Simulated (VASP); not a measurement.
# Ni (C2/m) in VASP: single point with PBE

Aim: the single point of Ni with PBE.

Everything below comes from runs of VASP 6.6.1. Logs are shortened: lines on timing, memory, paths and dates and some standing lists are left out, and cuts for length are marked.

**1. The cell of the first run**

The structure is monoclinic, space group C2/m (No. 12). Conventional cell: a = 2.814 Å, b = 3.960 Å, c = 2.200 Å, α = 90.00°, β = 117.53°, γ = 90.00°. Ni (site symmetry 2/m) has 14 Ni at 2.20 to 2.81 Å within 2.9 Å.

**2. Single point, PBE, collinear spin, ferromagnetic start (engineering shear strain xz -0.1400, engineering shear strain yz -0.1400)**

Contents of INCAR:

```
SYSTEM = Ni
  ALGO = Normal
  EDIFF = 1E-6
  ENCUT = 520
  GGA = PE
  ISIF = 2
  ISMEAR = 0
  ISPIN = 2
  LASPH = .True.
  LCHARG = .False.
  LMAXMIX = 4
  LORBIT = 11
  LREAL = .False.
  LWAVE = .False.
  MAGMOM = 0.64
  NBANDS = 15
  NELM = 150
  PREC = Accurate
  SIGMA = 0.15
```

Contents of KPOINTS:

```
k-points
0
Gamma
  22 22 22
  0 0 0
```

Contents of POSCAR:

```
Ni
1.0
   -1.4981594096      1.3021385522      1.4001489809
    1.3021385522     -1.4981594096      1.4001489809
    1.4981594096      1.4981594096     -1.5961698382
Ni
1
Direct
    0.0000000000      0.0000000000      0.0000000000
```

Potentials or basis: VASP PAW PBE potentials, release 64 (Ni).

On the command line:

```sh
$ cat potpaw_PBE.64/Ni/POTCAR > POTCAR
$ mpirun -np 1 vasp_std > vasp.out
```

OUTCAR:

```text
SYSTEM = Ni
   EDIFF = 1E-6
   ENCUT = 520
   GGA = PE
   ISIF = 2
   ISMEAR = 0
   ISPIN = 2
   LASPH = .True.
   LORBIT = 11
   LREAL = .False.
   NELM = 150
   PREC = Accurate

 ion  position               nearest neighbor table
   1  0.000  0.000  0.000-

  Warning from LATTYP: Got some problem with cell dimensions!
  Tried to take original basis but could not verify dimensions!
  LATTYP: Found a base centered monoclinic cell.
 ALAT       =     2.8139859680
 B/A-ratio  =     1.4073344364
 C/A-ratio  =     0.7818942926
 COS(beta)  =    -0.4621579775

  Lattice vectors:

 A1 = (   1.4981594096,  -1.3021385522,  -1.4001489809)
 A2 = (  -1.3021385522,   1.4981594096,  -1.4001489809)
 A3 = (   1.3021385522,   1.3021385522,   1.2041281236)

Analysis of symmetry for initial positions (statically):
=====================================================================
 Subroutine PRICEL returns:
 Original cell was already a primitive cell.

 Routine SETGRP: Setting up the symmetry group for a
 base centered monoclinic supercell.

 Subroutine GETGRP returns: Found  4 space group operations
 (whereof  4 operations were pure point group operations)
 out of a pool of  4 trial point group operations.

The static configuration has the point symmetry C_2h.

Analysis of symmetry for dynamics (positions and initial velocities):
=====================================================================
 Subroutine PRICEL returns:
 Original cell was already a primitive cell.

 Routine SETGRP: Setting up the symmetry group for a
 base centered monoclinic supercell.

 Subroutine GETGRP returns: Found  4 space group operations
 (whereof  4 operations were pure point group operations)
 out of a pool of  4 trial point group operations.

The dynamic configuration has the point symmetry C_2h.

Analysis of structural, dynamic, and magnetic symmetry:
=====================================================================
 Subroutine PRICEL returns:
 Original cell was already a primitive cell.

 Routine SETGRP: Setting up the symmetry group for a
 base centered monoclinic supercell.

 Subroutine GETGRP returns: Found  4 space group operations
 (whereof  4 operations were pure point group operations)
 out of a pool of  4 trial point group operations.

The overall configuration has the point symmetry C_2h.

 Subroutine INISYM returns: Found  4 space group operations
 (whereof  4 operations are pure point group operations),
 and found     1 'primitive' translations

----------------------------------------------------------------------------------------

                                     Primitive cell

  volume of cell :      10.8719

  direct lattice vectors                    reciprocal lattice vectors
    -1.498159410  1.302138552  1.400148981     0.027011870  0.384116726  0.385883858
     1.302138552 -1.498159410  1.400148981     0.384116726  0.027011870  0.385883858
     1.498159410  1.498159410 -1.596169838     0.360639119  0.360639119  0.050489477

  length of vectors
     2.429086988  2.429086988  2.652681923     0.545143698  0.545143698  0.512513742

  position of ions in fractional coordinates (direct lattice)
     0.000000000  0.000000000  0.000000000

  ion indices of the primitive-cell ions
   primitive index   ion index
                 1           1

----------------------------------------------------------------------------------------

 KPOINTS: k-points

Automatic generation of k-mesh.
 Grid dimensions read from file:
 generate k-points for:   22   22   22

 Generating k-lattice:

  Cartesian coordinates                     Fractional coordinates (reciprocal lattice)
     0.001227812  0.017459851  0.017540175     0.045454545  0.000000000 -0.000000000
     0.017459851  0.001227812  0.017540175     0.000000000  0.045454545 -0.000000000
     0.016392687  0.016392687  0.002294976     0.000000000  0.000000000  0.045454545

  Length of vectors
     0.024779259  0.024779259  0.023296079

  Shift w.r.t. Gamma in fractional coordinates (k-lattice)
     0.000000000  0.000000000  0.000000000

 Subroutine IBZKPT returns following result:
 ===========================================

 Found   2796 irreducible k-points:

 Following reciprocal coordinates:
            Coordinates               Weight
  0.000000  0.000000  0.000000      1.000000
  0.045455  0.000000 -0.000000      4.000000
  0.090909  0.000000 -0.000000      4.000000
  0.136364 -0.000000  0.000000      4.000000
  0.181818 -0.000000  0.000000      4.000000
  0.227273 -0.000000  0.000000      4.000000
[... 16 lines left out ...]
  0.500000  0.045455  0.000000      4.000000
 -0.454545  0.045455  0.000000      4.000000
 [... further k-points ...]
   k-points           NKPTS =   2796   k-points in BZ     NKDIM =   2796   number of bands    NBANDS=     15
   number of dos      NEDOS =    301   number of ions     NIONS =      1
   total plane-waves  NPLWV =   6480
   dimension x,y,z NGX =    18 NGY =   18 NGZ =   20
   dimension x,y,z NGXF=    36 NGYF=   36 NGZF=   40
   ions per type =               1
   NGX,Y,Z   is equivalent  to a cutoff of  12.32, 12.32, 12.53 a.u.
   NGXF,Y,Z  is equivalent  to a cutoff of  24.64, 24.64, 25.07 a.u.
 SYSTEM =  Ni
   PREC   = accura    normal or accurate (medium, high low for compatibility)
   ISTART =      0    job   : 0-new  1-cont  2-samecut
   ICHARG =      2    charge: 1-file 2-atom 10-const
   ISPIN  =      2    spin polarized calculation?
   LNONCOLLINEAR =      F non collinear calculations
   LSORBIT =      F    spin-orbit coupling
   LASPH  =      T    aspherical Exc in radial PAW
   ENCUT  =  520.0 eV  38.22 Ry    6.18 a.u.   4.52  4.52  4.93*2*pi/ulx,y,z
   NELM   =    150;   NELMIN=  2; NELMDL= -5     # of ELM steps
   EDIFF  = 0.1E-05   stopping-criterion for ELM
   LREAL  =      F    real-space projection
   EDIFFG = 0.1E-04   stopping-criterion for IOM
   NSW    =      0    number of steps for IOM
   IBRION =     -1    ionic relax: 0-MD 1-quasi-New 2-CG
   NFREE  =      0    steps in history (QN), initial steepest desc. (CG)
   ISIF   =      2    stress and relaxation
   ISYM   =      2    0-nonsym 1-usesym 2-fastsym
   POTIM  = 0.5000    time-step for ionic-motion
   TEBEG  =    0.0;   TEEND  =   0.0 temperature during run
   PSTRESS=    0.0 pullay stress
   NELECT =      10.0000    total number of electrons
   NUPDOWN=      -1.0000    fix difference up-down
   EMIN   =  10.00;   EMAX   =-10.00  energy-range for DOS
   EFERMI =   0.00;   METHOD = LEGACY
   ISMEAR =     0;   SIGMA  =   0.15  broadening in eV -4-tet -1-fermi 0-gaus
   EFERMI_NEDOS =   21; number of points for ismear=-14 and -15
   IALGO  =     38    algorithm
   IMIX   =      4    mixing-type and parameters
     AMIX     =   0.40;   BMIX     =  1.00
     AMIX_MAG =   1.60;   BMIX_MAG =  1.00
  volume/ion in A,a.u.               =      10.87        73.37
  Fermi-wavevector in a.u.,A,eV,Ry     =   1.592110  3.008651 34.488222  2.534813
  Thomas-Fermi vector in A             =   2.690546
   LORBIT       =     11    0 simple, 1 ext, 2 COOP (PROOUT), +10 PAW based schemes
   GGA     = PE    functional components
   LHFCALC =     F    Hartree Fock is set to
   AEXX    =    0.0000 exact exchange contribution
   IVDW    =     0    specifies the selected vdW correction
   LEPSILON=     F    determine dielectric tensor
   LRPA    =     F    only Hartree local field effects (RPA)
 spin polarized calculation
 Gauss-broadening in eV      SIGMA  =   0.15
  energy-cutoff  :      520.00
  volume of cell :       10.87
 maximum number of plane-waves:       309
   NGX =  9   NGY =  9   NGZ =  9

 number of electron      10.0000000 magnetization       0.6400000

 number of electron       9.9999999 magnetization       0.4716363

 Free energy of the ion-electron system (eV)
  ---------------------------------------------------
  ext. energy  EPLUGINS =         0.00000000
  ---------------------------------------------------
  free energy    TOTEN  =        -5.17997903 eV

  energy without entropy =       -5.15668980  energy(sigma->0) =       -5.16833441

 E-fermi :   9.2992     XC(G=0): -13.2332

 val. band max:        9.2990206447   @ k =  -0.3636   0.3636   0.2273
 cond. band min:       9.2992811970   @ k =  -0.3182  -0.3182   0.0909
 fundamental gap:      0.0002605523
 Fermi energy:         9.2992262949

 spin component 1

 k-point     1 :       0.0000    0.0000    0.0000
  band No.  band energies     occupation
      1       0.3886      1.00000
      2       6.1112      1.00000
      3       6.8553      1.00000
      4       7.7211      1.00000
      5       8.5538      1.00000
      6       8.6603      1.00000
      7      32.3846      0.00000
      8      33.8346      0.00000
      9      37.1850      0.00000
     10      37.3624      0.00000
     11      38.7640      0.00000
     12      39.8160      0.00000
     13      42.8537      0.00000
     14      44.1415      0.00000
[... 401 lines left out ...]
      2       6.3152      1.00000
      3       8.1396      1.00000
      4       8.2201      1.00000
      5       9.1803      0.86894
      6      10.1724      0.00000
      7      19.1238      0.00000
      8      25.5141      0.00000
      9      29.2679      0.00000
     10      31.7699      0.00000
     11      37.6998      0.00000
     12      41.6302      0.00000
     13      44.3997      0.00000
     14      50.1644      0.00000
     15      53.8738      0.00000

 [... further k-points ...]

 Fermi energy:         9.2992262949

 spin component 2

 k-point     1 :       0.0000    0.0000    0.0000
  band No.  band energies     occupation
      1       0.3866      1.00000
      2       6.5865      1.00000
      3       7.3861      1.00000
      4       8.2345      1.00000
      5       9.0726      0.98368
      6       9.1462      0.92542
      7      32.3165      0.00000
      8      33.8585      0.00000
      9      37.2409      0.00000
     10      37.3499      0.00000
     11      38.7889      0.00000
     12      39.9080      0.00000
     13      42.9737      0.00000
     14      44.2265      0.00000
[... 401 lines left out ...]
      2       6.8160      1.00000
      3       8.5851      1.00000
      4       8.6826      1.00000
      5       9.6297      0.00092
      6      10.4100      0.00000
      7      19.3231      0.00000
      8      25.5433      0.00000
      9      29.3307      0.00000
     10      31.8608      0.00000
     11      37.7706      0.00000
     12      41.6365      0.00000
     13      44.4597      0.00000
     14      50.2627      0.00000
     15      54.4310      0.00000

 [... further k-points ...]

------------------------ aborting loop because EDIFF is reached ----------------------------------------

  FORCE on cell =-STRESS in cart. coord.  units (eV):
  Direction    XX          YY          ZZ          XY          YZ          ZX
  --------------------------------------------------------------------------------------
  -------------------------------------------------------------------------------------
  Total        0.6890094      0.6890094      0.4169485      0.6081480      1.4168306      1.4168304
  in kB      101.5383406    101.5383406     61.4451190     89.6219129    208.7963209    208.7962953
  external PRESSURE =      88.1739334 kB  Pullay stress =       0.0000000 kB

 VOLUME and BASIS-vectors are now :
 -----------------------------------------------------------------------------
  energy-cutoff  :      520.00
  volume of cell :       10.87
      direct lattice vectors                 reciprocal lattice vectors
    -1.498159410  1.302138552  1.400148981     0.027011870  0.384116726  0.385883858
     1.302138552 -1.498159410  1.400148981     0.384116726  0.027011870  0.385883858
     1.498159410  1.498159410 -1.596169838     0.360639119  0.360639119  0.050489477

 POSITION                                       TOTAL-FORCE (eV/Angst)
 -----------------------------------------------------------------------------------
      0.00000      0.00000      0.00000         0.000000     -0.000000      0.000000
 -----------------------------------------------------------------------------------
    total drift:                               -0.000000     -0.000000      0.000000

  FREE ENERGIE OF THE ION-ELECTRON SYSTEM (eV)
  ---------------------------------------------------
  free  energy   TOTEN  =        -5.1799790336 eV

  energy  without entropy=       -5.1566897959  energy(sigma->0) =       -5.16833441

 total charge

# of ion       s       p       d       tot
------------------------------------------
    1        0.502   0.494   8.362   9.358

 magnetization (x)

# of ion       s       p       d       tot
------------------------------------------
    1       -0.002  -0.012   0.491   0.477
```

Run time: 14 min. Hardware: 1 thread of Oxide Virtual Turin-like, shared host; peak memory 0.68 GiB.

What came out:

| Item | Value |
| --- | --- |
| Free energy | -5.1800 eV |
| Pressure | 8.8 GPa |
| Net moment | 0.47 μB per cell |
| Site moments | Ni +0.48 μB |
| Valence electrons inside the program's atomic spheres | Ni 9.36 |

Stress tensor (GPa, compression positive):
```
10.15  8.96 20.88
 8.96 10.15 20.88
20.88 20.88  6.14
```

Caveat: the cell differs from its parent crystal (engineering shear strain xz -0.1400, engineering shear strain yz -0.1400); the cell stands under pressure.
